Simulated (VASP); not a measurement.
# W (Im-3m) in VASP: settings compared

The runs below take W through single point, relaxation of cell and atoms, with LDA, PBE.

All numbers are computed with VASP 6.6.1; they aren't measurements. Logs are shortened: lines on timing, memory, paths and dates and some standing lists are left out, and cuts for length are marked.

**1. The cell of the first run**

Symmetry: Im-3m, No. 229, cubic system. Conventional cell: a = 3.135 Å, b = 3.135 Å, c = 3.135 Å, α = 90.00°, β = 90.00°, γ = 90.00°. Within 3.6 Å of W (site symmetry m-3m) lie 14 W at 2.72 to 3.14 Å.

**2. Single point, LDA**

INCAR

```
  ALGO = Normal
  EDIFF = 1E-7
  ENCUT = 520
  GGA = CA
  ISIF = 2
  ISMEAR = 1
  LASPH = True
  LCHARG = True
  LELF = True
  LREAL = False
  LVHAR = True
  LWAVE = False
  NBANDS = 13
  NELM = 100
  PREC = Accurate
  SIGMA = 0.1
```

KPOINTS

```
k-points
0
Gamma
  24 24 24
```

POSCAR

```
W
1.0
   -1.5676484298      1.5676484298      1.5676484298
    1.5676484298     -1.5676484298      1.5676484298
    1.5676484298      1.5676484298     -1.5676484298
W
1
Direct
    0.0000000000      0.0000000000      0.0000000000
```

Potentials or basis: VASP PAW LDA potentials, release 64 (W_sv).

Started as:

```console
$ cat potpaw_LDA.64/W_sv/POTCAR > POTCAR
$ mpirun -np 1 vasp_std > vasp.out
```

OUTCAR:

```text
EDIFF = 1E-7
   ENCUT = 520
   GGA = CA
   ISIF = 2
   ISMEAR = 1
   LASPH = True
   LREAL = False
   NELM = 100
   PREC = Accurate

 ion  position               nearest neighbor table
   1  0.000  0.000  0.000-

  LATTYP: Found a body centered cubic cell.
 ALAT       =     3.1352968596

  Lattice vectors:

 A1 = (  -1.5676484298,   1.5676484298,   1.5676484298)
 A2 = (   1.5676484298,  -1.5676484298,   1.5676484298)
 A3 = (   1.5676484298,   1.5676484298,  -1.5676484298)

Analysis of symmetry for initial positions (statically):
=====================================================================
 Subroutine PRICEL returns:
 Original cell was already a primitive cell.

 Routine SETGRP: Setting up the symmetry group for a
 body centered cubic supercell.

 Subroutine GETGRP returns: Found 48 space group operations
 (whereof 48 operations were pure point group operations)
 out of a pool of 48 trial point group operations.

The static configuration has the point symmetry O_h .

Analysis of symmetry for dynamics (positions and initial velocities):
=====================================================================
 Subroutine PRICEL returns:
 Original cell was already a primitive cell.

 Routine SETGRP: Setting up the symmetry group for a
 body centered cubic supercell.

 Subroutine GETGRP returns: Found 48 space group operations
 (whereof 48 operations were pure point group operations)
 out of a pool of 48 trial point group operations.

The dynamic configuration has the point symmetry O_h .

 Subroutine INISYM returns: Found 48 space group operations
 (whereof 48 operations are pure point group operations),
 and found     1 'primitive' translations

----------------------------------------------------------------------------------------

                                     Primitive cell

  volume of cell :      15.4101

  direct lattice vectors                    reciprocal lattice vectors
    -1.567648430  1.567648430  1.567648430     0.000000000  0.318949064  0.318949064
     1.567648430 -1.567648430  1.567648430     0.318949064  0.000000000  0.318949064
     1.567648430  1.567648430 -1.567648430     0.318949064  0.318949064  0.000000000

  length of vectors
     2.715246729  2.715246729  2.715246729     0.451062093  0.451062093  0.451062093

  position of ions in fractional coordinates (direct lattice)
     0.000000000  0.000000000  0.000000000

  ion indices of the primitive-cell ions
   primitive index   ion index
                 1           1

----------------------------------------------------------------------------------------

 KPOINTS: k-points

Automatic generation of k-mesh.
 Grid dimensions read from file:
 generate k-points for:   24   24   24

 Generating k-lattice:

  Cartesian coordinates                     Fractional coordinates (reciprocal lattice)
     0.000000000  0.013289544  0.013289544     0.041666667  0.000000000  0.000000000
     0.013289544  0.000000000  0.013289544     0.000000000  0.041666667  0.000000000
     0.013289544  0.013289544  0.000000000     0.000000000  0.000000000  0.041666667

  Length of vectors
     0.018794254  0.018794254  0.018794254

  Shift w.r.t. Gamma in fractional coordinates (k-lattice)
     0.000000000  0.000000000  0.000000000

 Subroutine IBZKPT returns following result:
 ===========================================

 Found    413 irreducible k-points:

 Following reciprocal coordinates:
            Coordinates               Weight
  0.000000  0.000000  0.000000      1.000000
  0.041667  0.000000  0.000000     12.000000
  0.083333  0.000000  0.000000     12.000000
  0.125000  0.000000  0.000000     12.000000
  0.166667  0.000000  0.000000     12.000000
  0.208333  0.000000  0.000000     12.000000
[... 16 lines left out ...]
  0.416667  0.041667 -0.000000     48.000000
  0.458333  0.041667  0.000000     48.000000
 [... further k-points ...]
   k-points           NKPTS =    413   k-points in BZ     NKDIM =    413   number of bands    NBANDS=     13
   number of dos      NEDOS =    301   number of ions     NIONS =      1
   total plane-waves  NPLWV =   8000
   dimension x,y,z NGX =    20 NGY =   20 NGZ =   20
   dimension x,y,z NGXF=    40 NGYF=   40 NGZF=   40
   ions per type =               1
   NGX,Y,Z   is equivalent  to a cutoff of  12.25, 12.25, 12.25 a.u.
   NGXF,Y,Z  is equivalent  to a cutoff of  24.49, 24.49, 24.49 a.u.
 SYSTEM =  unknown system
   PREC   = accura    normal or accurate (medium, high low for compatibility)
   ISTART =      0    job   : 0-new  1-cont  2-samecut
   ICHARG =      2    charge: 1-file 2-atom 10-const
   ISPIN  =      1    spin polarized calculation?
   LNONCOLLINEAR =      F non collinear calculations
   LSORBIT =      F    spin-orbit coupling
   LASPH  =      T    aspherical Exc in radial PAW
   ENCUT  =  520.0 eV  38.22 Ry    6.18 a.u.   5.05  5.05  5.05*2*pi/ulx,y,z
   NELM   =    100;   NELMIN=  2; NELMDL= -5     # of ELM steps
   EDIFF  = 0.1E-06   stopping-criterion for ELM
   LREAL  =      F    real-space projection
   EDIFFG = 0.1E-05   stopping-criterion for IOM
   NSW    =      0    number of steps for IOM
   IBRION =     -1    ionic relax: 0-MD 1-quasi-New 2-CG
   NFREE  =      0    steps in history (QN), initial steepest desc. (CG)
   ISIF   =      2    stress and relaxation
   ISYM   =      2    0-nonsym 1-usesym 2-fastsym
   POTIM  = 0.5000    time-step for ionic-motion
   TEBEG  =    0.0;   TEEND  =   0.0 temperature during run
   PSTRESS=    0.0 pullay stress
   NELECT =      14.0000    total number of electrons
   NUPDOWN=      -1.0000    fix difference up-down
   EMIN   =  10.00;   EMAX   =-10.00  energy-range for DOS
   EFERMI =   0.00;   METHOD = LEGACY
   ISMEAR =     1;   SIGMA  =   0.10  broadening in eV -4-tet -1-fermi 0-gaus
   EFERMI_NEDOS =   21; number of points for ismear=-14 and -15
   IALGO  =     38    algorithm
   IMIX   =      4    mixing-type and parameters
     AMIX     =   0.40;   BMIX     =  1.00
     AMIX_MAG =   1.60;   BMIX_MAG =  1.00
  volume/ion in A,a.u.               =      15.41       103.99
  Fermi-wavevector in a.u.,A,eV,Ry     =   1.585558  2.996270 34.204974  2.513995
  Thomas-Fermi vector in A             =   2.685004
   LORBIT       =      0    0 simple, 1 ext, 2 COOP (PROOUT), +10 PAW based schemes
   GGA     = CA    functional components
   LHFCALC =     F    Hartree Fock is set to
   AEXX    =    0.0000 exact exchange contribution
   IVDW    =     0    specifies the selected vdW correction
   LEPSILON=     F    determine dielectric tensor
   LRPA    =     F    only Hartree local field effects (RPA)
 non-spin polarized calculation
 Methfessel and Paxton  Order N= 1 SIGMA  =   0.10
  energy-cutoff  :      520.00
  volume of cell :       15.41
 maximum number of plane-waves:       430
   NGX =  9   NGY =  9   NGZ =  9

 number of electron      14.0000004 magnetization

 Free energy of the ion-electron system (eV)
  ---------------------------------------------------
  ext. energy  EPLUGINS =         0.00000000
  ---------------------------------------------------
  free energy    TOTEN  =       -14.10603491 eV

  energy without entropy =      -14.10627785  energy(sigma->0) =      -14.10611589

 E-fermi :  11.8112     XC(G=0): -13.9887

 val. band max:       11.8044905603   @ k =  -0.1667   0.2500   0.0833
 cond. band min:      11.8286245572   @ k =  -0.2917   0.2917   0.2917
 fundamental gap:      0.0241339970
 Fermi energy:        11.8111915460

 k-point     1 :       0.0000    0.0000    0.0000
  band No.  band energies     occupation
      1     -61.9774      2.00000
      2     -25.7402      2.00000
      3     -25.7402      2.00000
      4     -25.7402      2.00000
      5       2.0370      2.00000
      6      10.4256      2.00000
      7      10.4256      2.00000
      8      10.4256      2.00000
      9      13.9902      0.00000
     10      13.9902      0.00000
     11      26.3727      0.00000
     12      26.3727      0.00000
     13      26.3727      0.00000

 k-point     2 :       0.0417    0.0000    0.0000
  band No.  band energies     occupation
      1     -61.9749      2.00000
      2     -25.7670      2.00000
      3     -25.7485      2.00000
      4     -25.7404      2.00000
      5       2.1252      2.00000
      6      10.3715      2.00000
      7      10.4149      2.00000
      8      10.5102      2.00000
      9      13.8998      0.00000
     10      13.9903      0.00000
     11      26.4499      0.00000
     12      26.5211      0.00000
     13      26.5967      0.00000

 k-point     3 :       0.0833    0.0000    0.0000
  band No.  band energies     occupation
      1     -61.9671      2.00000
      2     -25.8449      2.00000
      3     -25.7727      2.00000
      4     -25.7409      2.00000
      5       2.3838      2.00000
      6      10.2171      2.00000
      7      10.3733      2.00000
      8      10.7628      2.00000
      9      13.6756     -0.00000
     10      13.9934      0.00000
     11      26.6628      0.00000
     12      26.9584      0.00000
     13      27.2141      0.00000

 k-point     4 :       0.1250    0.0000    0.0000
  band No.  band energies     occupation
      1     -61.9547      2.00000
      2     -25.9673      2.00000
      3     -25.8108      2.00000
      4     -25.7416      2.00000
      5       2.7948      2.00000
      6       9.9824      2.00000
      7      10.2781      2.00000
      8      11.1785      2.00000
      9      13.4286     -0.00000
     10      14.0063      0.00000
     11      26.9471      0.00000
     12      27.6630      0.00000
     13      28.0692      0.00000

 k-point     5 :       0.1667    0.0000    0.0000
  band No.  band energies     occupation
      1     -61.9386      2.00000
      2     -26.1239      2.00000
      3     -25.8602      2.00000
      4     -25.7426      2.00000
      5       3.3250      2.00000
      6       9.6943      2.00000
      7      10.1184      2.00000
      8      11.7493      1.85659
      9      13.2694     -0.00000
     10      14.0380      0.00000
     11      27.1703      0.00000
     12      28.6054      0.00000
     13      28.8871      0.00000

 k-point     6 :       0.2083    0.0000    0.0000
  band No.  band energies     occupation
      1     -61.9197      2.00000
      2     -26.3026      2.00000
      3     -25.9172      2.00000
      4     -25.7437      2.00000
      5       3.9212      2.00000
      6       9.3805      2.00000
      7       9.9349      2.00000
      8      12.4631     -0.00000
      9      13.2507     -0.00000
     10      14.0967      0.00000
     11      27.1332      0.00000
     12      29.2132      0.00000
     13      29.7537      0.00000

 k-point     7 :       0.2500    0.0000    0.0000
  band No.  band energies     occupation
      1     -61.8994      2.00000
      2     -26.4900      2.00000
      3     -25.9777      2.00000
      4     -25.7449      2.00000
      5       4.5029      2.00000
      6       9.0658      2.00000
      7       9.8302      2.00000
      8      13.3031     -0.00000
      9      13.3592     -0.00000
     10      14.1878      0.00000
     11      26.7120      0.00000
     12      28.7155      0.00000
     13      31.0765      0.00000
[... 193 lines left out ...]
 k-point    20 :       0.2917    0.0417    0.0000
  band No.  band energies     occupation
      1     -61.8683      2.00000
      2     -26.7606      2.00000
      3     -26.0688      2.00000
      4     -25.7570      2.00000
      5       5.1952      2.00000
      6       8.6441      2.00000
      7      10.0011      2.00000
      8      13.5655     -0.00000
      9      14.4597      0.00000
     10      14.8571      0.00000
     11      25.6493      0.00000
     12      27.0912      0.00000
     13      32.9424      0.00000

 k-point    21 :       0.3333    0.0417    0.0000
  band No.  band energies     occupation
      1     -61.8506      2.00000
      2     -26.9126      2.00000
      3     -26.1220      2.00000
      4     -25.7583      2.00000
      5       5.3750      2.00000
      6       8.4097      2.00000
      7      10.5109      2.00000
      8      13.7891     -0.00000
      9      14.6026      0.00000
     10      15.8748      0.00000
     11      24.8633      0.00000
     12      25.8615      0.00000
     13      32.2660      0.00000

 k-point    22 :       0.3750    0.0417    0.0000
  band No.  band energies     occupation
      1     -61.8361      2.00000
      2     -27.0348      2.00000
      3     -26.1650      2.00000
      4     -25.7593      2.00000
      5       5.4109      2.00000
      6       8.2265      2.00000
      7      11.2033      2.00000
      8      13.9455      0.00000
      9      14.7553      0.00000
     10      16.8546      0.00000
     11      24.1855      0.00000
     12      24.7367      0.00000
     13      30.8209      0.00000

 k-point    23 :       0.4167    0.0417   -0.0000
  band No.  band energies     occupation
      1     -61.8259      2.00000
      2     -27.1201      2.00000
      3     -26.1953      2.00000
      4     -25.7600      2.00000
      5       5.3863      2.00000
      6       8.1010      2.00000
      7      11.9083     -0.04380
      8      13.9721      0.00000
      9      14.9068      0.00000
     10      17.6742      0.00000
     11      23.6383      0.00000
     12      23.9098      0.00000
     13      29.6730      0.00000

 k-point    24 :       0.4583    0.0417    0.0000
  band No.  band energies     occupation
      1     -61.8206      2.00000
      2     -27.1640      2.00000
      3     -26.2109      2.00000
      4     -25.7604      2.00000
      5       5.3602      2.00000
      6       8.0372      2.00000
      7      12.4027     -0.00000
      8      13.8978      0.00000
      9      15.0095      0.00000
     10      18.1608      0.00000
     11      23.2334      0.00000
     12      23.5610      0.00000
     13      29.0197      0.00000

 [... further k-points ...]
[... 5 lines left out ...]
  --------------------------------------------------------------------------------------
  -------------------------------------------------------------------------------------
  Total        0.1779759      0.1779759      0.1779759     -0.0000000     -0.0000000      0.0000000
  in kB       18.5040090     18.5040090     18.5040090     -0.0000000     -0.0000000      0.0000000
  external PRESSURE =      18.5040090 kB  Pullay stress =       0.0000000 kB

 VOLUME and BASIS-vectors are now :
 -----------------------------------------------------------------------------
  energy-cutoff  :      520.00
  volume of cell :       15.41
      direct lattice vectors                 reciprocal lattice vectors
    -1.567648430  1.567648430  1.567648430     0.000000000  0.318949064  0.318949064
     1.567648430 -1.567648430  1.567648430     0.318949064  0.000000000  0.318949064
     1.567648430  1.567648430 -1.567648430     0.318949064  0.318949064  0.000000000

 POSITION                                       TOTAL-FORCE (eV/Angst)
 -----------------------------------------------------------------------------------
      0.00000      0.00000      0.00000         0.000000      0.000000     -0.000000
 -----------------------------------------------------------------------------------
    total drift:                                0.000000     -0.000000      0.000000

  FREE ENERGIE OF THE ION-ELECTRON SYSTEM (eV)
  ---------------------------------------------------
  free  energy   TOTEN  =       -14.1060349143 eV

  energy  without entropy=      -14.1062778487  energy(sigma->0) =      -14.10611589
```

Run time: 30 s. Hardware: 1 thread of Intel Xeon Platinum 8488C (Sapphire Rapids), shared host; peak memory 0.18 GiB.

What came out:

```
Free energy            : -14.1060 eV
Pressure               : 1.9 GPa
Band gap on the k mesh : zero (bands 7 and 8 overlap by 6.66 eV)
```

Caveat: spin-orbit coupling is left out, which moves the levels of the heavy elements.

[end of part 1 of 2]
